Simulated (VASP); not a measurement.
# HfO2 (Fm-3m) in VASP: settings compared

The runs below take HfO2 through single point, with PBE, revPBE, BLYP.

Program: VASP 6.6.1. These are calculated values, not measurements. Logs are shortened: lines on timing, memory, paths and dates and some standing lists are left out, and cuts for length are marked.

## Step 1: The cell of the first run

Symmetry: Fm-3m, No. 225, cubic system. Conventional cell: a = 5.115 Å, b = 5.115 Å, c = 5.115 Å, α = 90.00°, β = 90.00°, γ = 90.00°. Within 2.9 Å of Hf (site symmetry m-3m) lie 8 O at 2.21 Å. Within 2.9 Å of O (site symmetry -43m) lie 4 Hf at 2.21 Å and 6 O at 2.56 Å.

## Step 2: Single point, PBE

Input file INCAR:

```
SYSTEM = HfO2
  PREC = Accurate
  ENCUT = 520
  EDIFF = 1E-6
  ISMEAR = 0
  SIGMA = 0.015
  LREAL = .False.
  LASPH = .True.
  NELM = 80
  ALGO = Normal
  ISIF = 2
  LWAVE = .False.
  LCHARG = .False.
  GGA = PE
  NBANDS = 18
```

Input file KPOINTS:

```
Automatic mesh
0
Gamma
  9 9 9
  0 0 0
```

Input file POSCAR:

```
HfO2
1.0
    0.0000000000      2.5575000000      2.5575000000
    2.5575000000      0.0000000000      2.5575000000
    2.5575000000      2.5575000000      0.0000000000
Hf O
1 2
Direct
    0.0000000000      0.0000000000      0.0000000000
    0.7500000000      0.7500000000      0.7500000000
    0.2500000000      0.2500000000      0.2500000000
```

Potentials or basis: VASP PAW PBE potentials, release 64 (Hf_pv, O).

The run is started by

```sh
$ cat potpaw_PBE.64/Hf_pv/POTCAR potpaw_PBE.64/O/POTCAR > POTCAR
$ mpirun -np 1 vasp_std > vasp.out
```

OUTCAR:

```text
SYSTEM = HfO2
   PREC = Accurate
   ENCUT = 520
   EDIFF = 1E-6
   ISMEAR = 0
   LREAL = .False.
   LASPH = .True.
   NELM = 80
   ISIF = 2
   GGA = PE

 ion  position               nearest neighbor table
   1  0.000  0.000  0.000-   2 2.21   2 2.21   2 2.21   2 2.21   3 2.21   3 2.21   3 2.21   3 2.21

   2  0.750  0.750  0.750-   1 2.21   1 2.21   1 2.21   1 2.21
   3  0.250  0.250  0.250-   1 2.21   1 2.21   1 2.21   1 2.21

  LATTYP: Found a face centered cubic cell.
 ALAT       =     5.1150000000

  Lattice vectors:

 A1 = (   0.0000000000,   2.5575000000,   2.5575000000)
 A2 = (   2.5575000000,   0.0000000000,   2.5575000000)
 A3 = (   2.5575000000,   2.5575000000,   0.0000000000)

Analysis of symmetry for initial positions (statically):
=====================================================================
 Subroutine PRICEL returns:
 Original cell was already a primitive cell.

 Routine SETGRP: Setting up the symmetry group for a
 face centered cubic supercell.

 Subroutine GETGRP returns: Found 48 space group operations
[... 9 lines left out ...]

 Routine SETGRP: Setting up the symmetry group for a
 face centered cubic supercell.

 Subroutine GETGRP returns: Found 48 space group operations
[... 11 lines left out ...]
                                     Primitive cell

  volume of cell :      33.4562

  direct lattice vectors                    reciprocal lattice vectors
     0.000000000  2.557500000  2.557500000    -0.195503421  0.195503421  0.195503421
     2.557500000  0.000000000  2.557500000     0.195503421 -0.195503421  0.195503421
     2.557500000  2.557500000  0.000000000     0.195503421  0.195503421 -0.195503421

  length of vectors
     3.616851186  3.616851186  3.616851186     0.338621859  0.338621859  0.338621859

  position of ions in fractional coordinates (direct lattice)
     0.000000000  0.000000000  0.000000000
     0.750000000  0.750000000  0.750000000
     0.250000000  0.250000000  0.250000000

  ion indices of the primitive-cell ions
   primitive index   ion index
                 1           1
                 2           2
                 3           3

----------------------------------------------------------------------------------------

 KPOINTS: Automatic mesh

Automatic generation of k-mesh.
 Grid dimensions read from file:
 generate k-points for:    9    9    9

 Generating k-lattice:

[... 50 lines left out ...]
   NGXF,Y,Z  is equivalent  to a cutoff of  25.74, 25.74, 25.74 a.u.
 SYSTEM =  HfO2
   PREC   = accura    normal or accurate (medium, high low for compatibility)
   ISTART =      0    job   : 0-new  1-cont  2-samecut
   ICHARG =      2    charge: 1-file 2-atom 10-const
   ISPIN  =      1    spin polarized calculation?
   LNONCOLLINEAR =      F non collinear calculations
   LSORBIT =      F    spin-orbit coupling
   LASPH  =      T    aspherical Exc in radial PAW
   ENCUT  =  520.0 eV  38.22 Ry    6.18 a.u.   6.72  6.72  6.72*2*pi/ulx,y,z
   NELM   =     80;   NELMIN=  2; NELMDL= -5     # of ELM steps
   EDIFF  = 0.1E-05   stopping-criterion for ELM
   LREAL  =      F    real-space projection
   EDIFFG = 0.1E-04   stopping-criterion for IOM
   NSW    =      0    number of steps for IOM
   IBRION =     -1    ionic relax: 0-MD 1-quasi-New 2-CG
   NFREE  =      0    steps in history (QN), initial steepest desc. (CG)
   ISIF   =      2    stress and relaxation
   ISYM   =      2    0-nonsym 1-usesym 2-fastsym
   POTIM  = 0.5000    time-step for ionic-motion
   TEBEG  =    0.0;   TEEND  =   0.0 temperature during run
   PSTRESS=    0.0 pullay stress
   NELECT =      22.0000    total number of electrons
   NUPDOWN=      -1.0000    fix difference up-down
   EMIN   =  10.00;   EMAX   =-10.00  energy-range for DOS
   EFERMI =   0.00;   METHOD = LEGACY
   ISMEAR =     0;   SIGMA  =   0.01  broadening in eV -4-tet -1-fermi 0-gaus
   EFERMI_NEDOS =   21; number of points for ismear=-14 and -15
   IALGO  =     38    algorithm
   IMIX   =      4    mixing-type and parameters
     AMIX     =   0.40;   BMIX     =  1.00
     AMIX_MAG =   1.60;   BMIX_MAG =  1.00
  volume/ion in A,a.u.               =      11.15        75.26
  Fermi-wavevector in a.u.,A,eV,Ry     =   1.423607  2.690227 27.574337  2.026657
  Thomas-Fermi vector in A             =   2.544186
   LORBIT       =      0    0 simple, 1 ext, 2 COOP (PROOUT), +10 PAW based schemes
   GGA     = PE    functional components
   LHFCALC =     F    Hartree Fock is set to
   AEXX    =    0.0000 exact exchange contribution
   IVDW    =     0    specifies the selected vdW correction
   LEPSILON=     F    determine dielectric tensor
   LRPA    =     F    only Hartree local field effects (RPA)
 non-spin polarized calculation
 Gauss-broadening in eV      SIGMA  =   0.01
  energy-cutoff  :      520.00
  volume of cell :       33.46
 maximum number of plane-waves:       914
   NGX = 13   NGY = 13   NGZ = 13

 number of electron      21.9999993 magnetization

 Free energy of the ion-electron system (eV)
  ---------------------------------------------------
  ext. energy  EPLUGINS =         0.00000000
  ---------------------------------------------------
  free energy    TOTEN  =       -30.23356050 eV

  energy without entropy =      -30.23356050  energy(sigma->0) =      -30.23356050

 E-fermi :   4.1212     XC(G=0): -11.6975

 val. band max:        4.0047842344   @ k =  -0.4444   0.4444   0.0000
 cond. band min:       7.8401339537   @ k =   0.4444   0.4444   0.0000
 fundamental gap:      3.8353497193
 Fermi energy:         4.1212027697

 k-point     1 :       0.0000    0.0000    0.0000
  band No.  band energies     occupation
      1     -25.7562      2.00000
      2     -25.7562      2.00000
      3     -25.7562      2.00000
      4     -14.5140      2.00000
      5     -11.6119      2.00000
      6      -1.1274      2.00000
[... 481 lines left out ...]
      5     -12.5660      2.00000
      6      -2.1108      2.00000
[... 10 lines left out ...]
     17      15.8275      0.00000
     18      17.3608      0.00000

 [... further k-points ...]
[... 5 lines left out ...]
  --------------------------------------------------------------------------------------
  -------------------------------------------------------------------------------------
  Total       -1.2508624     -1.2508624     -1.2508624     -0.0000000      0.0000000     -0.0000000
  in kB      -59.9022568    -59.9022568    -59.9022568     -0.0000000      0.0000000     -0.0000000
  external PRESSURE =     -59.9022568 kB  Pullay stress =       0.0000000 kB

 VOLUME and BASIS-vectors are now :
 -----------------------------------------------------------------------------
  energy-cutoff  :      520.00
  volume of cell :       33.46
      direct lattice vectors                 reciprocal lattice vectors
     0.000000000  2.557500000  2.557500000    -0.195503421  0.195503421  0.195503421
     2.557500000  0.000000000  2.557500000     0.195503421 -0.195503421  0.195503421
     2.557500000  2.557500000  0.000000000     0.195503421  0.195503421 -0.195503421

 POSITION                                       TOTAL-FORCE (eV/Angst)
 -----------------------------------------------------------------------------------
      0.00000      0.00000      0.00000         0.000000      0.000000     -0.000000
      3.83625      3.83625      3.83625         0.000000     -0.000000     -0.000000
      1.27875      1.27875      1.27875        -0.000000      0.000000      0.000000
 -----------------------------------------------------------------------------------
    total drift:                                0.000000      0.000000      0.000000

  FREE ENERGIE OF THE ION-ELECTRON SYSTEM (eV)
  ---------------------------------------------------
  free  energy   TOTEN  =       -30.2335604961 eV

  energy  without entropy=      -30.2335604961  energy(sigma->0) =      -30.23356050
```

OSZICAR:

```text
N       E                     dE             d eps       ncg     rms          rms(c)
DAV:   1     0.944125881786E+02    0.94413E+02   -0.12586E+04  1260   0.120E+03
DAV:   2    -0.318320641370E+02   -0.12624E+03   -0.12269E+03  1596   0.287E+02
DAV:   3    -0.360371825208E+02   -0.42051E+01   -0.41883E+01  1460   0.468E+01
DAV:   4    -0.360632921358E+02   -0.26110E-01   -0.26101E-01  1516   0.410E+00
DAV:   5    -0.360634686891E+02   -0.17655E-03   -0.17655E-03  1446   0.313E-01    0.453E+01
DAV:   6    -0.303827339529E+02    0.56807E+01   -0.20714E+01  1288   0.321E+01    0.399E+01
DAV:   7    -0.302761892152E+02    0.10654E+00   -0.68149E-01  1428   0.678E+00    0.285E+01
DAV:   8    -0.302597487301E+02    0.16440E-01   -0.34450E-01  1368   0.529E+00    0.101E+01
DAV:   9    -0.302331816875E+02    0.26567E-01   -0.75488E-02  1334   0.235E+00    0.271E+00
DAV:  10    -0.302335132304E+02   -0.33154E-03   -0.34876E-03  1400   0.448E-01    0.139E-01
DAV:  11    -0.302335444533E+02   -0.31223E-04   -0.19193E-04  1460   0.115E-01    0.225E-01
DAV:  12    -0.302335595375E+02   -0.15084E-04   -0.41559E-05  1372   0.429E-02    0.116E-02
DAV:  13    -0.302335604961E+02   -0.95866E-06   -0.13883E-06  1360   0.878E-03
   1 F= -.30233560E+02 E0= -.30233560E+02  d E =-.962652E-30
```

stdout:

```text
POSCAR found type information on POSCAR HfO
 POSCAR found :  2 types and       3 ions
 scaLAPACK will be used
 LDA part: xc-table for (Slater+PW92), standard interpolation
 POSCAR, INCAR and KPOINTS ok, starting setup
 FFT: planning ... GRIDC
 FFT: planning ... GRID_SOFT
 FFT: planning ... GRID
 WAVECAR not read
 entering main loop
```

Run time: 14 s. Hardware: 1 thread of Intel Xeon 6975P-C (Granite Rapids), shared host; peak memory 0.17 GiB.

What came out:

```yaml
Free_energy: -30.2336 eV
Pressure: -6.0 GPa
Band_gap_on_the_k_mesh: 3.84 eV, indirect (least direct gap 3.95 eV)
```

Levels at points of the mesh, in eV from the valence-band top:
```tsv
k point	band 8	band 9	band 10	band 11	band 12	band 13	band 14	band 15
(0.00, 0.00, 0.00)	-5.13	-0.54	-0.54	-0.54	3.86	3.86	5.67	10.14
```

Caveat: spin-orbit coupling is left out, which moves the levels of the heavy elements.

## Step 3: Single point, revPBE

This run uses another cell than the first one, of 11.21 Å³/atom, 1.005 times its volume.

Input file INCAR:

```
PREC = Accurate
ENCUT = 520
EDIFF = 1E-7
ISMEAR = -1
SIGMA = 0.05
LREAL = False
LASPH = True
NELM = 60
ALGO = Normal
ISIF = 2
LWAVE = False
LCHARG = True
GGA = RE
LELF = True
LVHAR = True
NBANDS = 18
```

Input file KPOINTS:

```
regular mesh
0
Gamma
  9 9 9
```

Input file POSCAR:

```
HfO2
1.0
    0.0000000000      2.5616009185      2.5616009185
    2.5616009185      0.0000000000      2.5616009185
    2.5616009185      2.5616009185      0.0000000000
Hf O
1 2
Direct
    0.0000000000      0.0000000000      0.0000000000
    0.7500000000      0.7500000000      0.7500000000
    0.2500000000      0.2500000000      0.2500000000
```

Potentials or basis: VASP PAW PBE potentials, release 64 (Hf_pv, O).

The run is started by

```sh
$ cat potpaw_PBE.64/Hf_pv/POTCAR potpaw_PBE.64/O/POTCAR > POTCAR
$ mpirun -np 1 vasp_std > vasp.out
```

OUTCAR:

```text
PREC = Accurate
   ENCUT = 520
   EDIFF = 1E-7
   ISMEAR = -1
   LREAL = False
   LASPH = True
   NELM = 60
   ISIF = 2
   GGA = RE

 ion  position               nearest neighbor table
   1  0.000  0.000  0.000-   2 2.22   2 2.22   2 2.22   2 2.22   3 2.22   3 2.22   3 2.22   3 2.22

   2  0.750  0.750  0.750-   1 2.22   1 2.22   1 2.22   1 2.22
   3  0.250  0.250  0.250-   1 2.22   1 2.22   1 2.22   1 2.22

  LATTYP: Found a face centered cubic cell.
 ALAT       =     5.1232018370

  Lattice vectors:

 A1 = (   0.0000000000,   2.5616009185,   2.5616009185)
 A2 = (   2.5616009185,   0.0000000000,   2.5616009185)
 A3 = (   2.5616009185,   2.5616009185,   0.0000000000)

Analysis of symmetry for initial positions (statically):
=====================================================================
 Subroutine PRICEL returns:
 Original cell was already a primitive cell.

 Routine SETGRP: Setting up the symmetry group for a
 face centered cubic supercell.

 Subroutine GETGRP returns: Found 48 space group operations
[... 9 lines left out ...]

 Routine SETGRP: Setting up the symmetry group for a
 face centered cubic supercell.
[... 148 lines left out ...]
  ext. energy  EPLUGINS =         0.00000000
  ---------------------------------------------------
  free energy    TOTEN  =       -29.08837883 eV

  energy without entropy =      -29.08837883  energy(sigma->0) =      -29.08837883

 E-fermi :   5.1016     XC(G=0): -11.5240

 val. band max:        4.0717359386   @ k =  -0.4444   0.4444   0.0000
 cond. band min:       7.9718647442   @ k =   0.4444   0.4444   0.0000
 fundamental gap:      3.9001288056
 Fermi energy:         5.1015737213

 k-point     1 :       0.0000    0.0000    0.0000
  band No.  band energies     occupation
      1     -25.7575      2.00000
      2     -25.7575      2.00000
      3     -25.7575      2.00000
      4     -14.4736      2.00000
      5     -11.6247      2.00000
      6      -1.0218      2.00000
[... 481 lines left out ...]
      5     -12.5709      2.00000
      6      -1.9781      2.00000
[... 10 lines left out ...]
     17      15.9553      0.00000
     18      17.4549      0.00000

 [... further k-points ...]
[... 5 lines left out ...]
  --------------------------------------------------------------------------------------
  -------------------------------------------------------------------------------------
  Total       -0.7423016     -0.7423016     -0.7423016     -0.0000000      0.0000000     -0.0000000
  in kB      -35.3774523    -35.3774523    -35.3774523     -0.0000000      0.0000000     -0.0000000
  external PRESSURE =     -35.3774523 kB  Pullay stress =       0.0000000 kB

 VOLUME and BASIS-vectors are now :
 -----------------------------------------------------------------------------
  energy-cutoff  :      520.00
  volume of cell :       33.62
      direct lattice vectors                 reciprocal lattice vectors
     0.000000000  2.561600918  2.561600918    -0.195190436  0.195190436  0.195190436
     2.561600918  0.000000000  2.561600918     0.195190436 -0.195190436  0.195190436
     2.561600918  2.561600918  0.000000000     0.195190436  0.195190436 -0.195190436

 POSITION                                       TOTAL-FORCE (eV/Angst)
 -----------------------------------------------------------------------------------
      0.00000      0.00000      0.00000         0.000000      0.000000      0.000000
      3.84240      3.84240      3.84240        -0.000000     -0.000000     -0.000000
      1.28080      1.28080      1.28080         0.000000     -0.000000      0.000000
 -----------------------------------------------------------------------------------
    total drift:                                0.000000      0.000000      0.000000

  FREE ENERGIE OF THE ION-ELECTRON SYSTEM (eV)
  ---------------------------------------------------
  free  energy   TOTEN  =       -29.0883788271 eV

  energy  without entropy=      -29.0883788271  energy(sigma->0) =      -29.08837883
```

OSZICAR:

```text
N       E                     dE             d eps       ncg     rms          rms(c)
DAV:   1     0.937040681602E+02    0.93704E+02   -0.12807E+04  1260   0.121E+03
DAV:   2    -0.308360584968E+02   -0.12454E+03   -0.12120E+03  1626   0.290E+02
DAV:   3    -0.348715191249E+02   -0.40355E+01   -0.40219E+01  1430   0.462E+01
DAV:   4    -0.348956239165E+02   -0.24105E-01   -0.24097E-01  1564   0.403E+00
DAV:   5    -0.348957721704E+02   -0.14825E-03   -0.14825E-03  1412   0.292E-01    0.446E+01
DAV:   6    -0.291981623489E+02    0.56976E+01   -0.20526E+01  1290   0.320E+01    0.393E+01
DAV:   7    -0.291149335164E+02    0.83229E-01   -0.67743E-01  1416   0.672E+00    0.282E+01
DAV:   8    -0.291146914353E+02    0.24208E-03   -0.35349E-01  1332   0.544E+00    0.101E+01
DAV:   9    -0.290874100339E+02    0.27281E-01   -0.79247E-02  1324   0.241E+00    0.264E+00
DAV:  10    -0.290882774487E+02   -0.86741E-03   -0.45287E-03  1378   0.511E-01    0.101E-01
DAV:  11    -0.290883348001E+02   -0.57351E-04   -0.24698E-04  1498   0.128E-01    0.290E-01
DAV:  12    -0.290883762546E+02   -0.41454E-04   -0.12020E-04  1360   0.702E-02    0.603E-02
DAV:  13    -0.290883781707E+02   -0.19161E-05   -0.43915E-06  1510   0.153E-02    0.120E-02
DAV:  14    -0.290883789013E+02   -0.73056E-06   -0.93110E-07  1368   0.645E-03    0.665E-03
DAV:  15    -0.290883788271E+02    0.74150E-07   -0.39596E-08  1128   0.137E-03
   1 F= -.29088379E+02 E0= -.29088379E+02  d E =-.452023E-10
```

Run time: 14 s. Hardware: 1 thread of Intel Xeon 6975P-C (Granite Rapids), shared host; peak memory 0.17 GiB.

Results:

```
Free energy            : -29.0884 eV
Pressure               : -3.5 GPa
Band gap on the k mesh : 3.90 eV, indirect (least direct gap 4.01 eV)
```

Caveat: the PAW data sets were made with another functional, which shifts forces and pressure a little; spin-orbit coupling is left out, which moves the levels of the heavy elements. A k mesh can miss the band edges.

## Step 4: Single point, BLYP

This run uses another cell than the first one, of 11.34 Å³/atom, 1.017 times its volume.

Input file INCAR:

```
SYSTEM = HfO2
  AGGAC = 1.0
  AGGAX = 1.0
  ALDAC = 0.0
  ALDAX = 1.0
  ALGO = Normal
  EDIFF = 1E-6
  ENCUT = 520
  GGA = B5
  ISIF = 2
  ISMEAR = -1
  LASPH = .TRUE.
  LCHARG = .FALSE.
  LREAL = .FALSE.
  LWAVE = .FALSE.
  NBANDS = 18
  NELM = 80
  PREC = Accurate
  SIGMA = 0.05
```

Input file KPOINTS:

```
k-points
0
G
  9 9 9
  0 0 0
```

Input file POSCAR:

```
HfO2
1.0
    0.0000000000      2.5716170951      2.5716170951
    2.5716170951      0.0000000000      2.5716170951
    2.5716170951      2.5716170951      0.0000000000
Hf O
1 2
Direct
    0.0000000000      0.0000000000      0.0000000000
    0.7500000000      0.7500000000      0.7500000000
    0.2500000000      0.2500000000      0.2500000000
```

The run is started by

```sh
$ cat potpaw_PBE.64/Hf_pv/POTCAR potpaw_PBE.64/O/POTCAR > POTCAR
$ mpirun -np 1 vasp_std > vasp.out
```

Run time: 18 s. Hardware: 1 thread of Intel Xeon 6975P-C (Granite Rapids), shared host; peak memory 0.16 GiB.

The run converged. Its results:

| Quantity | Value |
| --- | --- |
| Free energy | -28.9102 eV |
| Pressure | -2.7 GPa |
| Band gap on the k mesh | 3.84 eV, indirect (least direct gap 3.97 eV) |

Levels at points of the mesh, in eV from the valence-band top:
| k point | band 9 | band 10 | band 11 | band 12 | band 13 | band 14 |
| --- | --- | --- | --- | --- | --- | --- |
| (0.00, 0.00, 0.00) | -0.53 | -0.53 | -0.53 | 3.84 | 3.84 | 5.85 |

Caveat: the PAW data sets were made with another functional, which shifts forces and pressure a little; spin-orbit coupling is left out, which moves the levels of the heavy elements.

## Step 5: Overview

```csv
level,cell,smearing,gap on the mesh (eV),pressure (GPa)
PBE,"a = 3.617 Å, angles 60.0°, 3 atoms",gaussian 0.015 eV,3.84,-6.0
revPBE,"a = 3.623 Å, angles 60.0°, 3 atoms",fermi-dirac 0.05 eV,3.90,-3.5
BLYP,"a = 3.637 Å, angles 60.0°, 3 atoms",fermi-dirac 0.05 eV,3.84,-2.7
```

Alike in all rows: task single point; potentials or basis VASP PAW PBE potentials, release 64 (Hf_pv, O); no spin polarisation; k mesh 9 × 9 × 9; cutoff (eV) 520.

Caveats: spin-orbit coupling is left out, which moves the levels of the heavy elements; the PAW data sets were made with another functional, which shifts forces and pressure a little (some runs).

Total energies depend on the potentials used, so only differences within one code and one set of settings carry meaning.
